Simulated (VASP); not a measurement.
A run of VASP 6.6.1 is set up as follows.

Contents of INCAR:

```
SYSTEM = SF6
PREC = Accurate
ENCUT = 520
EDIFF = 1E-6
ISMEAR = 0
SIGMA = 0.1
LREAL = .FALSE.
LASPH = .TRUE.
NELM = 60
ALGO = Normal
ISIF = 2
LWAVE = .FALSE.
LCHARG = .TRUE.
LDIPOL = .TRUE.
IDIPOL = 3
DIPOL = 0.5 0.5 0.677
GGA = PE
IVDW = 12
LELF = .TRUE.
LVHAR = .TRUE.
LVACPOTAV = .TRUE.
NBANDS = 33
```

The input KPOINTS:

```
Automatic mesh
0
G
  3 3 1
  0 0 0
```

File POSCAR:

```
SF6
1.0
    6.0686302234      0.0000000000      0.0000000000
    0.0000000000      6.0686302234      0.0000000000
    0.0000000000      0.0000000000     27.1864543752
S F
1 6
Direct
    0.1593431271     -0.0731078916      0.6775345370
    0.1673388135      0.1703525405      0.6997094594
    0.1506391069     -0.3157453940      0.6550756302
    0.3104079930     -0.1593333832      0.7215005365
    0.0063115057      0.0145998268      0.6334232861
    0.3746278530     -0.0212393895      0.6457215249
   -0.0561424681     -0.1239920753      0.7092281582
```

Potentials or basis: VASP PAW PBE potentials, release 64 (S, F).

Run with:

```bash
$ cat potpaw_PBE.64/S/POTCAR potpaw_PBE.64/F/POTCAR > POTCAR
$ mpirun -np 1 vasp_std > vasp.out
```

(1) Predict the largest force.

(2) Predict the dispersion energy per atom.

Answers

(1) 0.331 eV/Å.

(2) -0.023 eV.
